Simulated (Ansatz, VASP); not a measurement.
## One calculation of P, two programs

```xyz
4
Lattice="-1.7284 1.7284 5.0509 1.7284 -1.7284 5.0509 1.7284 1.7284 -5.0509" Properties=species:S:1:pos:R:3 pbc="T T T"
P     0.9529   -0.8642    6.3136
P    -0.8642    0.9529    3.7882
P     2.5925    0.7754   -1.2627
P     0.7754    2.5925    1.2627
```

Alike in both runs: functional PBE; k mesh 6 × 6 × 6; occupations gaussian, width 0.1 eV; no spin polarisation.

Ansatz relaxed the structure, and its values are those at the end. VASP's run is a single point on that final structure, the one shown.

|  | VASP | Ansatz |
| --- | --- | --- |
| version | VASP 6.6.1 | Ansatz 0.2.0 |
| potentials or method | VASP PAW PBE potentials, release 64 (P), cutoff 520 eV | scalar-relativistic, plane waves, PAW |
| valence electrons in the cell | 20 | 20 |

VASP gave:

```
gap on the k mesh at the Fermi level (eV) : none
pressure (GPa)                            : -0.3
rms of the force components (eV/Å)        : 0.011
```

Problem. Estimate Ansatz's values.

Solution. gap on the k mesh at the Fermi level (eV): none; pressure (GPa): 0.0; rms of the force components (eV/Å): 0.007.

A gap of «none» marks a metal or a gap that the smearing closes. The functional is the same, so the differences come from potentials, cutoffs and numerics.

The k mesh is coarse, so the values compare programs but aren't converged.
